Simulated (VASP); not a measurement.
# Se (Pm-3n) in VASP: notebook, part 2 of 2

VASP 6.6.1. The steps go on from the part before.

## Step 4: Relaxation of cell and atoms, RPBE

This run uses another cell than the first one, of 21.81 Å³/atom, 1.015 times its volume.

Input file INCAR:

```
SYSTEM = Se
PREC = Accurate
ENCUT = 600
EDIFF = 1E-7
ISMEAR = -1
SIGMA = 0.1
LREAL = .False.
LASPH = .True.
NELM = 60
ALGO = Normal
ISIF = 3
LWAVE = .False.
LCHARG = .False.
GGA = RP
IBRION = 2
NSW = 80
EDIFFG = -0.01
```

Input file KPOINTS:

```
Automatic mesh
0
Gamma
  5 5 5
  0 0 0
```

Input file POSCAR:

```
Se
1.0
    5.5877784105      0.0000000000      0.0000000000
    0.0000000000      5.5877784105      0.0000000000
    0.0000000000      0.0000000000      5.5877784105
Se
8
Direct
    0.0000000000      0.0000000000      0.0000000000
    0.5000000000      0.5000000000      0.5000000000
    0.2500000000      0.0000000000      0.5000000000
    0.7500000000      0.0000000000      0.5000000000
    0.5000000000      0.2500000000      0.0000000000
    0.5000000000      0.7500000000      0.0000000000
    0.0000000000      0.5000000000      0.2500000000
    0.0000000000      0.5000000000      0.7500000000
```

Potentials or basis: VASP PAW PBE potentials, release 64 (Se).

Launch:

```
> cat potpaw_PBE.64/Se/POTCAR > POTCAR
> mpirun -np 1 vasp_std > vasp.out
```

OUTCAR:

```text
SYSTEM = Se
   PREC = Accurate
   ENCUT = 600
   EDIFF = 1E-7
   ISMEAR = -1
   LREAL = .False.
   LASPH = .True.
   NELM = 60
   ISIF = 3
   GGA = RP
   IBRION = 2
   NSW = 80
   EDIFFG = -0.01

 ion  position               nearest neighbor table
   1  0.000  0.000  0.000-
   2  0.500  0.500  0.500-
   3  0.250  0.000  0.500-
   4  0.750  0.000  0.500-
   5  0.500  0.250  0.000-
   6  0.500  0.750  0.000-
   7  0.000  0.500  0.250-
   8  0.000  0.500  0.750-

  LATTYP: Found a simple cubic cell.
 ALAT       =     5.5877784105

  Lattice vectors:

 A1 = (   5.5877784105,   0.0000000000,   0.0000000000)
 A2 = (   0.0000000000,   5.5877784105,   0.0000000000)
 A3 = (   0.0000000000,   0.0000000000,   5.5877784105)

Analysis of symmetry for initial positions (statically):
=====================================================================
 Subroutine PRICEL returns:
 Original cell was already a primitive cell.

 Routine SETGRP: Setting up the symmetry group for a
 simple cubic supercell.

 Subroutine GETGRP returns: Found 48 space group operations
 (whereof 24 operations were pure point group operations)
 out of a pool of 48 trial point group operations.

The static configuration has the point symmetry T_h .
 The point group associated with its full space group is O_h .

Analysis of symmetry for dynamics (positions and initial velocities):
=====================================================================
 Subroutine PRICEL returns:
 Original cell was already a primitive cell.

 Routine SETGRP: Setting up the symmetry group for a
 simple cubic supercell.

 Subroutine GETGRP returns: Found 48 space group operations
 (whereof 24 operations were pure point group operations)
 out of a pool of 48 trial point group operations.

The dynamic configuration has the point symmetry T_h .
 The point group associated with its full space group is O_h .

 Subroutine INISYM returns: Found 48 space group operations
 (whereof 24 operations are pure point group operations),
 and found     1 'primitive' translations

----------------------------------------------------------------------------------------

                                     Primitive cell

  volume of cell :     174.4687

  direct lattice vectors                    reciprocal lattice vectors
     5.587778411  0.000000000  0.000000000     0.178962000  0.000000000  0.000000000
     0.000000000  5.587778411  0.000000000     0.000000000  0.178962000  0.000000000
     0.000000000  0.000000000  5.587778411     0.000000000  0.000000000  0.178962000

  length of vectors
     5.587778411  5.587778411  5.587778411     0.178962000  0.178962000  0.178962000

  position of ions in fractional coordinates (direct lattice)
[... 133 lines left out ...]

 k-point     1 :       0.0000    0.0000    0.0000
  band No.  band energies     occupation
      1     -10.8295      2.00000
      2      -8.4928      2.00000
      3      -8.4928      2.00000
      4      -8.3561      2.00000
      5      -6.9454      2.00000
      6      -6.8232      2.00000
[... 309 lines left out ...]
     28       4.8913      0.14351
     29       4.8913      0.14351

------------------------ aborting loop because EDIFF is reached ----------------------------------------

  FORCE on cell =-STRESS in cart. coord.  units (eV):
  Direction    XX          YY          ZZ          XY          YZ          ZX
  --------------------------------------------------------------------------------------
  -------------------------------------------------------------------------------------
  Total       -0.9328202     -0.9328202     -0.9328202     -0.0000000     -0.0000000      0.0000000
  in kB       -8.5662550     -8.5662550     -8.5662550     -0.0000000     -0.0000000      0.0000000
  external PRESSURE =      -8.5662550 kB  Pullay stress =       0.0000000 kB

 VOLUME and BASIS-vectors are now :
 -----------------------------------------------------------------------------
  energy-cutoff  :      600.00
  volume of cell :      174.47
      direct lattice vectors                 reciprocal lattice vectors
     5.587778411  0.000000000  0.000000000     0.178962000  0.000000000  0.000000000
     0.000000000  5.587778411  0.000000000     0.000000000  0.178962000  0.000000000
     0.000000000  0.000000000  5.587778411     0.000000000  0.000000000  0.178962000

 POSITION                                       TOTAL-FORCE (eV/Angst)
 -----------------------------------------------------------------------------------
      0.00000      0.00000      0.00000        -0.000000     -0.000000     -0.000000
      2.79389      2.79389      2.79389        -0.000000     -0.000000     -0.000000
      1.39694      0.00000      2.79389         0.000000     -0.000000     -0.000000
      4.19083      0.00000      2.79389        -0.000000      0.000000      0.000000
      2.79389      1.39694      0.00000        -0.000000     -0.000000      0.000000
      2.79389      4.19083      0.00000         0.000000      0.000000     -0.000000
      0.00000      2.79389      1.39694        -0.000000      0.000000     -0.000000
      0.00000      2.79389      4.19083        -0.000000     -0.000000      0.000000
 -----------------------------------------------------------------------------------
    total drift:                                0.000000     -0.000000      0.000000

  FREE ENERGIE OF THE ION-ELECTRON SYSTEM (eV)
  ---------------------------------------------------
  free  energy   TOTEN  =       -18.7435304587 eV

  energy  without entropy=      -18.4154271676  energy(sigma->0) =      -18.57947881

--------------------------------------- Ionic step        2  -------------------------------------------

 number of electron      48.0000006 magnetization

 Free energy of the ion-electron system (eV)
  ---------------------------------------------------
  ext. energy  EPLUGINS =         0.00000000
  ---------------------------------------------------
  free energy    TOTEN  =       -18.75086680 eV

  energy without entropy =      -18.43194822  energy(sigma->0) =      -18.59140751

 E-fermi :   4.8303     XC(G=0): -10.2789

 val. band max:        4.8039701262   @ k =   0.4000   0.0000   0.0000
 cond. band min:       4.8753907647   @ k =   0.4000   0.2000   0.0000
 fundamental gap:      0.0714206385
 Fermi energy:         4.8302814999

 k-point     1 :       0.0000    0.0000    0.0000
  band No.  band energies     occupation
      1     -10.7742      2.00000
      2      -8.3628      2.00000
      3      -8.3628      2.00000
      4      -8.2228      2.00000
      5      -6.7542      2.00000
      6      -6.6485      2.00000
[... 309 lines left out ...]
     28       5.0876      0.14181
     29       5.0876      0.14181

------------------------ aborting loop because EDIFF is reached ----------------------------------------

  FORCE on cell =-STRESS in cart. coord.  units (eV):
  Direction    XX          YY          ZZ          XY          YZ          ZX
  --------------------------------------------------------------------------------------
  -------------------------------------------------------------------------------------
  Total        0.0793574      0.0793574      0.0793574     -0.0000000      0.0000000      0.0000000
  in kB        0.7411911      0.7411911      0.7411911     -0.0000000      0.0000000      0.0000000
  external PRESSURE =       0.7411911 kB  Pullay stress =       0.0000000 kB

 VOLUME and BASIS-vectors are now :
 -----------------------------------------------------------------------------
  energy-cutoff  :      600.00
  volume of cell :      171.54
      direct lattice vectors                 reciprocal lattice vectors
     5.556345954 -0.000000000  0.000000000     0.179974395  0.000000000 -0.000000000
    -0.000000000  5.556345954  0.000000000     0.000000000  0.179974395  0.000000000
     0.000000000 -0.000000000  5.556345954    -0.000000000 -0.000000000  0.179974395

 POSITION                                       TOTAL-FORCE (eV/Angst)
 -----------------------------------------------------------------------------------
      5.55635      5.55635      5.55635         0.000000     -0.000000      0.000000
      2.77817      2.77817      2.77817         0.000000     -0.000000      0.000000
      1.38909      5.55635      2.77817         0.000000      0.000000     -0.000000
      4.16726     -0.00000      2.77817        -0.000000      0.000000      0.000000
      2.77817      1.38909      0.00000         0.000000     -0.000000      0.000000
      2.77817      4.16726      5.55635         0.000000     -0.000000     -0.000000
      5.55635      2.77817      1.38909        -0.000000     -0.000000      0.000000
      5.55635      2.77817      4.16726        -0.000000     -0.000000     -0.000000
 -----------------------------------------------------------------------------------
    total drift:                                0.000000     -0.000000     -0.000000

  FREE ENERGIE OF THE ION-ELECTRON SYSTEM (eV)
  ---------------------------------------------------
  free  energy   TOTEN  =       -18.7508667964 eV

  energy  without entropy=      -18.4319482197  energy(sigma->0) =      -18.59140751

 reached required accuracy - stopping structural energy minimisation
```

Wall time 3 min (1 thread of Intel Xeon Platinum 8259CL at 2.50GHz (Skylake/Cascade Lake), shared host); peak memory 0.33 GiB.

What came out:

* Free energy: -18.7509 eV
* Relaxed volume: 21.44 Å³/atom
* Relaxed cell: a = 5.556 Å, b = 5.556 Å, c = 5.556 Å, α = 90.00°, β = 90.00°, γ = 90.00°
* Space group after relaxing (to 0.05 Å): Pm-3n (No. 223)
* Energy gained by relaxing: 0.9 meV/atom
* Ionic steps: 2
* Pressure after relaxing: 0.1 GPa
* Band gap on the k mesh: zero (band 24 reaches 5.12 eV, above the bottom of band 25 at 4.66 eV)

The path:
```
step  energy change (eV)  largest force (eV/Å)  pressure (GPa)  volume (Å³)
   1              0.0000                0.0000           -0.86       174.47
   2             -0.0073                0.0000            0.07       171.54
```

Final structure:
```cif
data_structure
_symmetry_space_group_name_H-M 'P 1'
_symmetry_Int_Tables_number 1
_cell_length_a 5.5563
_cell_length_b 5.5563
_cell_length_c 5.5563
_cell_angle_alpha 90.000
_cell_angle_beta 90.000
_cell_angle_gamma 90.000
_cell_volume 171.54
loop_
_atom_site_label
_atom_site_type_symbol
_atom_site_fract_x
_atom_site_fract_y
_atom_site_fract_z
_atom_site_occupancy
Se1 Se 0.00000 0.00000 0.00000 1
Se2 Se 0.50000 0.50000 0.50000 1
Se3 Se 0.25000 0.00000 0.50000 1
Se4 Se 0.75000 0.00000 0.50000 1
Se5 Se 0.50000 0.25000 0.00000 1
Se6 Se 0.50000 0.75000 0.00000 1
Se7 Se 0.00000 0.50000 0.25000 1
Se8 Se 0.00000 0.50000 0.75000 1
```

Caveat: the PAW data sets were made with another functional, which shifts forces and pressure a little.

## Step 5: Summary

| task | cell | k mesh | cutoff (eV) | gap on the mesh (eV) | pressure (GPa) |
| --- | --- | --- | --- | --- | --- |
| single point | a = 5.560 Å, 8 atoms | 5 × 5 × 5 | 520 | none | 0.0 |
| single point | a = 5.560 Å, 8 atoms | 6 × 6 × 6 | 520 | none | -0.1 |
| relaxation of cell and atoms | relaxed from a = 5.588 Å, 8 atoms | 5 × 5 × 5 | 600 | none | 0.1 |

Alike in all rows: level RPBE; potentials or basis VASP PAW PBE potentials, release 64 (Se); no spin polarisation; smearing fermi-dirac 0.1 eV.

Caveats: the PAW data sets were made with another functional, which shifts forces and pressure a little.

Absolute energies hang on the potentials; compare differences alone.
